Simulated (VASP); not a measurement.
Here is a VASP 6.6.1 calculation.

The input POSCAR:

```
AlN
1.0
    0.0000000000      2.1848764127      2.1848764127
    2.1848764127      0.0000000000      2.1848764127
    2.1848764127      2.1848764127      0.0000000000
Al N
1 1
Direct
    0.0000000000      0.0000000000      0.0000000000
    0.2500000000      0.2500000000      0.2500000000
```

File INCAR.step1:

```
PREC     = Accurate       # precision mode
ENCUT    = 500            # plane-wave cutoff, eV
EDIFF    = 1E-8           # SCF threshold, eV
ISMEAR   = 0              # smearing method
SIGMA    = 0.01           # smearing width, eV
LREAL    = F              # projectors in reciprocal space
LASPH    = T              # aspherical terms in the spheres
NELM     = 80             # most SCF steps
ALGO     = Normal         # electronic algorithm
LWAVE    = T              # write WAVECAR
LCHARG   = F              # write CHGCAR
```

The input INCAR.step2:

```
PREC     = Accurate       # precision mode
ENCUT    = 500            # plane-wave cutoff, eV
EDIFF    = 1E-8           # SCF threshold, eV
ISMEAR   = 0              # smearing method
SIGMA    = 0.01           # smearing width, eV
LREAL    = F              # projectors in reciprocal space
LASPH    = T              # aspherical terms in the spheres
NELM     = 1              # most SCF steps
ALGO     = Exact          # electronic algorithm
LWAVE    = T              # write WAVECAR
LCHARG   = F              # write CHGCAR
NBANDS   = 64             # bands
LOPTICS  = T              # frequency-dependent dielectric function
ISTART   = 1
```

File INCAR.step3:

```
PREC     = Accurate       # precision mode
ENCUT    = 500            # plane-wave cutoff, eV
EDIFF    = 1E-8           # SCF threshold, eV
ISMEAR   = 0              # smearing method
SIGMA    = 0.01           # smearing width, eV
LREAL    = F              # projectors in reciprocal space
LASPH    = T              # aspherical terms in the spheres
ALGO     = EVGW0          # electronic algorithm
LWAVE    = F              # write WAVECAR
LCHARG   = F              # write CHGCAR
NELMGW   = 1            
NBANDS   = 64             # bands
ENCUTGW  = 80.0           # cutoff of the response function
NOMEGA   = 48             # frequency points
PRECFOCK = Fast         
ISTART   = 1            
NBANDSGW = 12
```

Contents of KPOINTS:

```
Automatic mesh
0
Gamma
  4 4 4
```

Potentials or basis: VASP PAW LDA potentials, release 64 (Al_GW, N_GW).

Command:

```bash
$ cat potpaw_LDA.64/Al_GW/POTCAR potpaw_LDA.64/N_GW/POTCAR > POTCAR
$ cp INCAR.step1 INCAR
$ mpirun -np 1 vasp_std > vasp.out
$ cp INCAR.step2 INCAR
$ mpirun -np 1 vasp_std > vasp.out
$ cp INCAR.step3 INCAR
$ mpirun -np 1 vasp_std > vasp.out
```

Problem. Predict the quasiparticle gap.

Solution. 4.36 eV.

Problem. What does it give for the least direct quasiparticle gap?

Solution. 5.52 eV.

Problem. Estimate the band gap on the k mesh, mean-field level.

Solution. 3.20 eV, indirect (least direct gap 4.21 eV).

Caveat: the k points lie up to 0.62 Å⁻¹ apart; bands, screening cutoff and mesh are small and nothing is extrapolated, so the quasiparticle values aren't converged. A k mesh can miss the band edges.
